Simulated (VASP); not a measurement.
# La (Im-3m) in VASP: notebook

La is run at these levels: PBE; tasks: single point.

Program: VASP 6.6.1. These are calculated values, not measurements. Logs are shortened: lines on timing, memory, paths and dates and some standing lists are left out, and cuts for length are marked.

### 1 The cell of the first run

It takes space group Im-3m (No. 229, cubic). The conventional cell has a = 4.211 Å, b = 4.211 Å, c = 4.211 Å, α = 90.00°, β = 90.00°, γ = 90.00°. La (site symmetry m-3m) has 14 La at 3.65 to 4.21 Å within 4.8 Å.

This isn't the form of La at room conditions, which is double hcp.

### 2 Single point, PBE

INCAR reads:

```
SYSTEM = La
PREC = Accurate ; ENCUT = 500
EDIFF = 1E-6 ; ISMEAR = 0
SIGMA = 0.05 ; LREAL = .FALSE.
LASPH = .TRUE. ; NELM = 200
ALGO = Normal ; ISIF = 2
LWAVE = .FALSE. ; LCHARG = .FALSE.
GGA = PE ; NBANDS = 12
GGA_COMPAT = .FALSE. ; LMAXMIX = 6
```

KPOINTS reads:

```
Automatic mesh
0
G
  6 6 6
  0 0 0
```

POSCAR reads:

```
La
1.0
   -2.1053195634      2.1053195634      2.1053195634
    2.1053195634     -2.1053195634      2.1053195634
    2.1053195634      2.1053195634     -2.1053195634
La
1
Direct
    0.0000000000      0.0000000000      0.0000000000
```

Potentials or basis: VASP PAW PBE potentials, release 64 (La).

The run is started by

```bash
> cat potpaw_PBE.64/La/POTCAR > POTCAR
> mpirun -np 1 vasp_std > vasp.out
```

OUTCAR:

```text
SYSTEM = La
   PREC = Accurate
   ENCUT = 500
   EDIFF = 1E-6
   ISMEAR = 0
   LREAL = .FALSE.
   LASPH = .TRUE.
   NELM = 200
   ISIF = 2
   GGA = PE

 ion  position               nearest neighbor table
   1  0.000  0.000  0.000-

  LATTYP: Found a body centered cubic cell.
 ALAT       =     4.2106391268

  Lattice vectors:

 A1 = (  -2.1053195634,   2.1053195634,   2.1053195634)
 A2 = (   2.1053195634,  -2.1053195634,   2.1053195634)
 A3 = (   2.1053195634,   2.1053195634,  -2.1053195634)

Analysis of symmetry for initial positions (statically):
=====================================================================
 Subroutine PRICEL returns:
 Original cell was already a primitive cell.

 Routine SETGRP: Setting up the symmetry group for a
 body centered cubic supercell.

 Subroutine GETGRP returns: Found 48 space group operations
 (whereof 48 operations were pure point group operations)
 out of a pool of 48 trial point group operations.

The static configuration has the point symmetry O_h .

Analysis of symmetry for dynamics (positions and initial velocities):
=====================================================================
 Subroutine PRICEL returns:
 Original cell was already a primitive cell.

 Routine SETGRP: Setting up the symmetry group for a
 body centered cubic supercell.

 Subroutine GETGRP returns: Found 48 space group operations
 (whereof 48 operations were pure point group operations)
 out of a pool of 48 trial point group operations.

The dynamic configuration has the point symmetry O_h .

 Subroutine INISYM returns: Found 48 space group operations
 (whereof 48 operations are pure point group operations),
 and found     1 'primitive' translations

----------------------------------------------------------------------------------------

                                     Primitive cell

  volume of cell :      37.3262

  direct lattice vectors                    reciprocal lattice vectors
    -2.105319563  2.105319563  2.105319563     0.000000000  0.237493637  0.237493637
     2.105319563 -2.105319563  2.105319563     0.237493637  0.000000000  0.237493637
     2.105319563  2.105319563 -2.105319563     0.237493637  0.237493637  0.000000000

  length of vectors
     3.646520450  3.646520450  3.646520450     0.335866722  0.335866722  0.335866722

  position of ions in fractional coordinates (direct lattice)
     0.000000000  0.000000000  0.000000000

  ion indices of the primitive-cell ions
   primitive index   ion index
                 1           1

----------------------------------------------------------------------------------------

 KPOINTS: Automatic mesh

Automatic generation of k-mesh.
 Grid dimensions read from file:
 generate k-points for:    6    6    6

 Generating k-lattice:

  Cartesian coordinates                     Fractional coordinates (reciprocal lattice)
     0.000000000  0.039582273  0.039582273     0.166666667  0.000000000  0.000000000
     0.039582273  0.000000000  0.039582273     0.000000000  0.166666667  0.000000000
     0.039582273  0.039582273  0.000000000     0.000000000  0.000000000  0.166666667

  Length of vectors
     0.055977787  0.055977787  0.055977787

  Shift w.r.t. Gamma in fractional coordinates (k-lattice)
     0.000000000  0.000000000  0.000000000

 Subroutine IBZKPT returns following result:
 ===========================================

 Found     16 irreducible k-points:

 Following reciprocal coordinates:
            Coordinates               Weight
  0.000000  0.000000  0.000000      1.000000
  0.166667  0.000000  0.000000     12.000000
  0.333333  0.000000  0.000000     12.000000
  0.500000  0.000000  0.000000      6.000000
  0.166667  0.166667  0.000000     24.000000
  0.333333  0.166667  0.000000     48.000000
[... 8 lines left out ...]
  0.500000  0.500000  0.333333     12.000000
  0.500000  0.500000  0.500000      1.000000
   k-points           NKPTS =     16   k-points in BZ     NKDIM =     16   number of bands    NBANDS=     12
   number of dos      NEDOS =    301   number of ions     NIONS =      1
   total plane-waves  NPLWV =  21952
   dimension x,y,z NGX =    28 NGY =   28 NGZ =   28
   dimension x,y,z NGXF=    56 NGYF=   56 NGZF=   56
   ions per type =               1
   NGX,Y,Z   is equivalent  to a cutoff of  12.77, 12.77, 12.77 a.u.
   NGXF,Y,Z  is equivalent  to a cutoff of  25.53, 25.53, 25.53 a.u.
 SYSTEM =  La
   PREC   = accura    normal or accurate (medium, high low for compatibility)
   ISTART =      0    job   : 0-new  1-cont  2-samecut
   ICHARG =      2    charge: 1-file 2-atom 10-const
   ISPIN  =      1    spin polarized calculation?
   LNONCOLLINEAR =      F non collinear calculations
   LSORBIT =      F    spin-orbit coupling
   LASPH  =      T    aspherical Exc in radial PAW
   ENCUT  =  500.0 eV  36.75 Ry    6.06 a.u.   6.65  6.65  6.65*2*pi/ulx,y,z
   NELM   =    200;   NELMIN=  2; NELMDL= -5     # of ELM steps
   EDIFF  = 0.1E-05   stopping-criterion for ELM
   LREAL  =      F    real-space projection
   EDIFFG = 0.1E-04   stopping-criterion for IOM
   NSW    =      0    number of steps for IOM
   IBRION =     -1    ionic relax: 0-MD 1-quasi-New 2-CG
   NFREE  =      0    steps in history (QN), initial steepest desc. (CG)
   ISIF   =      2    stress and relaxation
   ISYM   =      2    0-nonsym 1-usesym 2-fastsym
   POTIM  = 0.5000    time-step for ionic-motion
   TEBEG  =    0.0;   TEEND  =   0.0 temperature during run
   PSTRESS=    0.0 pullay stress
   NELECT =      11.0000    total number of electrons
   NUPDOWN=      -1.0000    fix difference up-down
   EMIN   =  10.00;   EMAX   =-10.00  energy-range for DOS
   EFERMI =   0.00;   METHOD = LEGACY
   ISMEAR =     0;   SIGMA  =   0.05  broadening in eV -4-tet -1-fermi 0-gaus
   EFERMI_NEDOS =   21; number of points for ismear=-14 and -15
   IALGO  =     38    algorithm
   IMIX   =      4    mixing-type and parameters
     AMIX     =   0.40;   BMIX     =  1.00
     AMIX_MAG =   1.60;   BMIX_MAG =  1.00
  volume/ion in A,a.u.               =      37.33       251.89
  Fermi-wavevector in a.u.,A,eV,Ry     =   1.089434  2.058732 16.148307  1.186867
  Thomas-Fermi vector in A             =   2.225637
   LORBIT       =      0    0 simple, 1 ext, 2 COOP (PROOUT), +10 PAW based schemes
   GGA     = PE    functional components
   LHFCALC =     F    Hartree Fock is set to
   AEXX    =    0.0000 exact exchange contribution
   IVDW    =     0    specifies the selected vdW correction
   LEPSILON=     F    determine dielectric tensor
   LRPA    =     F    only Hartree local field effects (RPA)
 non-spin polarized calculation
 Gauss-broadening in eV      SIGMA  =   0.05
  energy-cutoff  :      500.00
  volume of cell :       37.33
 maximum number of plane-waves:       968
 NGX is ok and might be reduce to    28
   NGX = 13   NGY = 13   NGZ = 13

 number of electron      11.0000001 magnetization

 Free energy of the ion-electron system (eV)
  ---------------------------------------------------
  ext. energy  EPLUGINS =         0.00000000
  ---------------------------------------------------
  free energy    TOTEN  =        -4.72961848 eV

  energy without entropy =       -4.72118515  energy(sigma->0) =       -4.72540181

 E-fermi :   7.7873     XC(G=0):  -9.5430

 val. band max:        7.7639487773   @ k =   0.3333   0.1667   0.0000
 cond. band min:       7.8478417431   @ k =  -0.3333   0.3333   0.1667
 fundamental gap:      0.0838929658
 Fermi energy:         7.7872780494

 k-point     1 :       0.0000    0.0000    0.0000
  band No.  band energies     occupation
      1     -25.0954      2.00000
      2      -8.0856      2.00000
      3      -8.0856      2.00000
      4      -8.0856      2.00000
      5       4.6278      2.00000
      6       9.2912      0.00000
      7       9.2912      0.00000
      8       9.2912      0.00000
      9       9.2978      0.00000
     10       9.2978      0.00000
     11       9.2978      0.00000
     12      10.0219      0.00000

 k-point     2 :       0.1667    0.0000    0.0000
  band No.  band energies     occupation
      1     -25.0455      2.00000
      2      -8.4584      2.00000
      3      -8.1962      2.00000
      4      -8.0903      2.00000
      5       5.4051      2.00000
      6       8.5673      0.00000
      7       8.5717      0.00000
      8       9.2750      0.00000
      9       9.4860      0.00000
     10       9.6703      0.00000
     11       9.7135      0.00000
     12       9.9600      0.00000

 k-point     3 :       0.3333    0.0000    0.0000
  band No.  band energies     occupation
      1     -24.9432      2.00000
      2      -9.1302      2.00000
      3      -8.4074      2.00000
      4      -8.1001      2.00000
      5       6.1740      2.00000
      6       7.8868      0.00488
      7       8.8060      0.00000
      8       9.2781      0.00000
      9       9.6060      0.00000
     10       9.7305      0.00000
     11       9.8694      0.00000
     12       9.9495      0.00000

 k-point     4 :       0.5000    0.0000    0.0000
  band No.  band energies     occupation
      1     -24.8908      2.00000
      2      -9.4381      2.00000
      3      -8.5085      2.00000
      4      -8.1052      2.00000
      5       6.0120      2.00000
      6       7.6207      2.00000
      7       9.2999      0.00000
      8       9.3799      0.00000
      9       9.6353      0.00000
     10       9.8984      0.00000
     11       9.9066      0.00000
     12       9.9875      0.00000

 k-point     5 :       0.1667    0.1667    0.0000
  band No.  band energies     occupation
      1     -24.9691      2.00000
      2      -8.9142      2.00000
      3      -8.3483      2.00000
      4      -8.1728      2.00000
      5       6.4376      2.00000
      6       7.9659      0.00000
      7       8.2582      0.00000
      8       9.3069      0.00000
      9       9.6190      0.00000
     10       9.7092      0.00000
     11       9.7771      0.00000
     12       9.9772      0.00000
[... 108 lines left out ...]
      1     -24.8380      2.00000
      2      -9.1671      2.00000
      3      -8.8619      2.00000
      4      -8.4232      2.00000
      5       7.1446      2.00000
      6       7.3751      2.00000
      7       8.3030      0.00000
      8       9.4448      0.00000
      9       9.4567      0.00000
     10       9.6904      0.00000
     11       9.9740      0.00000
     12      10.0050      0.00000

 k-point    14 :      -0.3333    0.3333    0.3333
  band No.  band energies     occupation
      1     -24.8246      2.00000
      2      -8.9860      2.00000
      3      -8.7705      2.00000
      4      -8.7705      2.00000
      5       6.6686      2.00000
      6       7.1419      2.00000
      7       9.3356      0.00000
      8       9.3356      0.00000
      9       9.3935      0.00000
     10       9.4508      0.00000
     11       9.9863      0.00000
     12       9.9863      0.00000

 k-point    15 :       0.5000    0.5000    0.3333
  band No.  band energies     occupation
      1     -24.7842      2.00000
      2      -9.1151      2.00000
      3      -8.8834      2.00000
      4      -8.7918      2.00000
      5       6.3737      2.00000
      6       6.6362      2.00000
      7       9.2903      0.00000
      8       9.3108      0.00000
      9       9.5516      0.00000
     10       9.6535      0.00000
     11      10.0394      0.00000
     12      10.0674      0.00000

 k-point    16 :       0.5000    0.5000    0.5000
  band No.  band energies     occupation
      1     -24.7478      2.00000
      2      -8.9997      2.00000
      3      -8.9997      2.00000
      4      -8.9997      2.00000
      5       5.9446      2.00000
      6       5.9446      2.00000
      7       9.4408      0.00000
      8       9.5947      0.00000
      9       9.5947      0.00000
     10       9.5947      0.00000
     11      10.0897      0.00000
     12      10.0897      0.00000

------------------------ aborting loop because EDIFF is reached ----------------------------------------

  FORCE on cell =-STRESS in cart. coord.  units (eV):
  Direction    XX          YY          ZZ          XY          YZ          ZX
  --------------------------------------------------------------------------------------
  -------------------------------------------------------------------------------------
  Total        0.2922240      0.2922240      0.2922240      0.0000000     -0.0000000      0.0000000
  in kB       12.5433176     12.5433176     12.5433176      0.0000000     -0.0000000      0.0000000
  external PRESSURE =      12.5433176 kB  Pullay stress =       0.0000000 kB

 VOLUME and BASIS-vectors are now :
 -----------------------------------------------------------------------------
  energy-cutoff  :      500.00
  volume of cell :       37.33
      direct lattice vectors                 reciprocal lattice vectors
    -2.105319563  2.105319563  2.105319563     0.000000000  0.237493637  0.237493637
     2.105319563 -2.105319563  2.105319563     0.237493637  0.000000000  0.237493637
     2.105319563  2.105319563 -2.105319563     0.237493637  0.237493637  0.000000000

 POSITION                                       TOTAL-FORCE (eV/Angst)
 -----------------------------------------------------------------------------------
      0.00000      0.00000      0.00000         0.000000     -0.000000     -0.000000
 -----------------------------------------------------------------------------------
    total drift:                                0.000000      0.000000     -0.000000

  FREE ENERGIE OF THE ION-ELECTRON SYSTEM (eV)
  ---------------------------------------------------
  free  energy   TOTEN  =        -4.7296184770 eV

  energy  without entropy=       -4.7211851510  energy(sigma->0) =       -4.72540181
```

Run time: 9.9 s. Hardware: 1 thread of Intel Xeon 6975P-C (Granite Rapids), shared host; peak memory 0.16 GiB.

What came out:

| Item | Value |
| --- | --- |
| Free energy | -4.7296 eV |
| Pressure | 1.3 GPa |
| Band gap on the k mesh | zero (an odd number of electrons rules out a gap without spin polarisation) |

Levels at points of the mesh, in eV from the Fermi level:
```
           k point  band 2  band 3  band 4  band 5  band 6  band 7  band 8  band 9
(0.00, 0.00, 0.00)  -15.87  -15.87  -15.87   -3.16    1.50    1.50    1.50    1.51
(0.50, 0.00, 0.00)  -17.23  -16.30  -15.89   -1.78   -0.17    1.51    1.59    1.85
(0.50, 0.50, 0.50)  -16.79  -16.79  -16.79   -1.84   -1.84    1.65    1.81    1.81
```

Caveat: spin-orbit coupling is left out, which moves the levels of the heavy elements.

### 3 Single point, PBE (37.64 Å³/atom)

This run uses another cell than the first one, of 37.64 Å³/atom.

INCAR reads:

```
ALGO     = Normal         # electronic algorithm
EDIFF    = 1E-6           # SCF threshold, eV
ENCUT    = 500            # plane-wave cutoff, eV
GGA      = PE             # functional
GGA_COMPAT= False        
ISIF     = 2              # what is computed and relaxed
ISMEAR   = 0              # smearing method
LASPH    = True           # aspherical terms in the spheres
LCHARG   = False          # write CHGCAR
LMAXMIX  = 6              # l up to which the mixer works
LREAL    = False          # projectors in reciprocal space
LWAVE    = False          # write WAVECAR
NBANDS   = 12             # bands
NELM     = 200            # most SCF steps
PREC     = Accurate       # precision mode
SIGMA    = 0.05           # smearing width, eV
```

KPOINTS reads:

```
k-points
0
Gamma
  6 6 6
```

POSCAR reads:

```
La
1.0
   -2.1111376192      2.1111376192      2.1111376192
    2.1111376192     -2.1111376192      2.1111376192
    2.1111376192      2.1111376192     -2.1111376192
La
1
Direct
    0.0000000000      0.0000000000      0.0000000000
```

Potentials or basis: VASP PAW PBE potentials, release 64 (La).

The run is started by

```bash
> cat potpaw_PBE.64/La/POTCAR > POTCAR
> mpirun -np 1 vasp_std > vasp.out
```

OUTCAR:

```text
EDIFF = 1E-6
   ENCUT = 500
   GGA = PE
   ISIF = 2
   ISMEAR = 0
   LASPH = True
   LREAL = False
   NELM = 200
   PREC = Accurate

 ion  position               nearest neighbor table
   1  0.000  0.000  0.000-

  LATTYP: Found a body centered cubic cell.
 ALAT       =     4.2222752384

  Lattice vectors:

 A1 = (  -2.1111376192,   2.1111376192,   2.1111376192)
 A2 = (   2.1111376192,  -2.1111376192,   2.1111376192)
[... 409 lines left out ...]
     10       9.4976      0.00000
     11       9.9860      0.00000
     12       9.9860      0.00000

------------------------ aborting loop because EDIFF is reached ----------------------------------------

  FORCE on cell =-STRESS in cart. coord.  units (eV):
  Direction    XX          YY          ZZ          XY          YZ          ZX
  --------------------------------------------------------------------------------------
  -------------------------------------------------------------------------------------
  Total        0.2332324      0.2332324      0.2332324      0.0000000      0.0000000     -0.0000000
  in kB        9.9286400      9.9286400      9.9286400      0.0000000      0.0000000     -0.0000000
  external PRESSURE =       9.9286400 kB  Pullay stress =       0.0000000 kB

 VOLUME and BASIS-vectors are now :
 -----------------------------------------------------------------------------
  energy-cutoff  :      500.00
  volume of cell :       37.64
      direct lattice vectors                 reciprocal lattice vectors
    -2.111137619  2.111137619  2.111137619     0.000000000  0.236839131  0.236839131
     2.111137619 -2.111137619  2.111137619     0.236839131  0.000000000  0.236839131
     2.111137619  2.111137619 -2.111137619     0.236839131  0.236839131  0.000000000

 POSITION                                       TOTAL-FORCE (eV/Angst)
 -----------------------------------------------------------------------------------
      0.00000      0.00000      0.00000        -0.000000      0.000000     -0.000000
 -----------------------------------------------------------------------------------
    total drift:                                0.000000     -0.000000     -0.000000

  FREE ENERGIE OF THE ION-ELECTRON SYSTEM (eV)
  ---------------------------------------------------
  free  energy   TOTEN  =        -4.7318825082 eV

  energy  without entropy=       -4.7233636988  energy(sigma->0) =       -4.72762310
```

It took 7.8 s on 1 thread of Intel Xeon 6975P-C (Granite Rapids), shared host; peak memory 0.16 GiB.

What came out:

| Quantity | Value |
| --- | --- |
| Free energy | -4.7319 eV |
| Pressure | 1.0 GPa |
| Band gap on the k mesh | zero (an odd number of electrons rules out a gap without spin polarisation) |

Caveat: spin-orbit coupling is left out, which moves the levels of the heavy elements.

### 4 Single point, PBE (39.00 Å³/atom)

This run uses another cell than the first one, of 39.00 Å³/atom.

INCAR reads:

```
PREC = Accurate
ENCUT = 500
EDIFF = 1E-6
ISMEAR = 0
SIGMA = 0.05
LREAL = False
LASPH = True
NELM = 200
ALGO = Normal
ISIF = 2
LWAVE = False
LCHARG = False
GGA = PE
NBANDS = 12
GGA_COMPAT = False
LMAXMIX = 6
```

KPOINTS reads:

```
Automatic mesh
0
Gamma
  6 6 6
```

POSCAR reads:

```
La
1.0
   -2.1362678003      2.1362678003      2.1362678003
    2.1362678003     -2.1362678003      2.1362678003
    2.1362678003      2.1362678003     -2.1362678003
La
1
Direct
    0.0000000000      0.0000000000      0.0000000000
```

The run is started by

```bash
> cat potpaw_PBE.64/La/POTCAR > POTCAR
> mpirun -np 1 vasp_std > vasp.out
```

Wall time 11 s (1 thread of Intel Xeon 6975P-C (Granite Rapids), shared host); peak memory 0.15 GiB.

Results (log left out):

| Quantity | Value |
| --- | --- |
| Free energy | -4.7361 eV |
| Pressure | -0.1 GPa |
| Band gap on the k mesh | zero (an odd number of electrons rules out a gap without spin polarisation) |

Levels at points of the mesh, in eV from the Fermi level:
```csv
k point,band 1,band 2,band 3,band 4,band 5,band 6,band 7,band 8,band 9,band 10
"(0.00, 0.00, 0.00)",-32.96,-16.03,-16.03,-16.03,-3.19,1.44,1.44,1.44,1.45,1.45
"(0.50, 0.00, 0.00)",-32.79,-17.22,-16.40,-16.04,-1.72,-0.13,1.44,1.49,1.74,1.97
"(0.50, 0.50, 0.50)",-32.67,-16.84,-16.84,-16.84,-1.73,-1.73,1.56,1.70,1.70,1.70
```

Caveat: spin-orbit coupling is left out, which moves the levels of the heavy elements.

### 5 Summary

| cell | gap on the mesh (eV) | pressure (GPa) |
| --- | --- | --- |
| a = 3.647 Å, angles 109.5°, 1 atom | none | 1.3 |
| a = 3.657 Å, angles 109.5°, 1 atom | none | 1.0 |
| a = 3.700 Å, angles 109.5°, 1 atom | none | -0.1 |

Alike in all rows: task single point; level PBE; potentials or basis VASP PAW PBE potentials, release 64 (La); no spin polarisation; k mesh 6 × 6 × 6; cutoff (eV) 500; smearing gaussian 0.05 eV.

Caveats: spin-orbit coupling is left out, which moves the levels of the heavy elements.

Absolute energies hang on the potentials; compare differences alone.
